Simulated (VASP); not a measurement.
Write the native input for VASP 6.6.1 that does the following.

* Task: single point
* Functional: PBE
* Potentials or basis: VASP PAW PBE potentials, release 64 (Pb_d, S)
* Cutoff: 520 eV
* k mesh: 6 × 6 × 4
* Occupations: gaussian, width 0.01 eV
* Spin: no spin polarisation
* Dipole correction: no
* Further INCAR settings: ALGO = Normal; EDIFF = 1e-06; NBANDS = 28

The structure of PbS lies in POSCAR:

```
PbS
1.0
    5.0259160409      0.0000000000      0.0000000000
   -2.5129580204      4.3525709687      0.0000000000
    0.0000000000      0.0000000000      6.0381152047
Pb S
2 2
Direct
    0.3333333333      0.6666666667      0.2500000000
    0.6666666667      0.3333333333      0.7500000000
    0.6666666667      0.3333333333      0.2500000000
    0.3333333333      0.6666666667      0.7500000000
```

The input as run:

INCAR

```
SYSTEM = PbS
PREC = Accurate
ENCUT = 520
EDIFF = 1E-6
ISMEAR = 0
SIGMA = 0.01
LREAL = .FALSE.
LASPH = .TRUE.
NELM = 60
ALGO = Normal
ISIF = 2
LWAVE = .FALSE.
LCHARG = .FALSE.
GGA = PE
NBANDS = 28
```

KPOINTS

```
Automatic mesh
0
G
  6 6 4
  0 0 0
```

Potentials or basis: VASP PAW PBE potentials, release 64 (Pb_d, S).

Command:

```console
$ cat potpaw_PBE.64/Pb_d/POTCAR potpaw_PBE.64/S/POTCAR > POTCAR
$ mpirun -np 1 vasp_std > vasp.out
```

It gave:

```
Pressure               : -0.1 GPa
Band gap on the k mesh : 1.45 eV
```

Caveat: spin-orbit coupling is left out, which moves the levels of the heavy elements.

Wall time 35 s on 1 thread of Intel(R) Xeon(R) 6975P-C (Granite Rapids), on a shared host, peak memory 0.28 GiB.
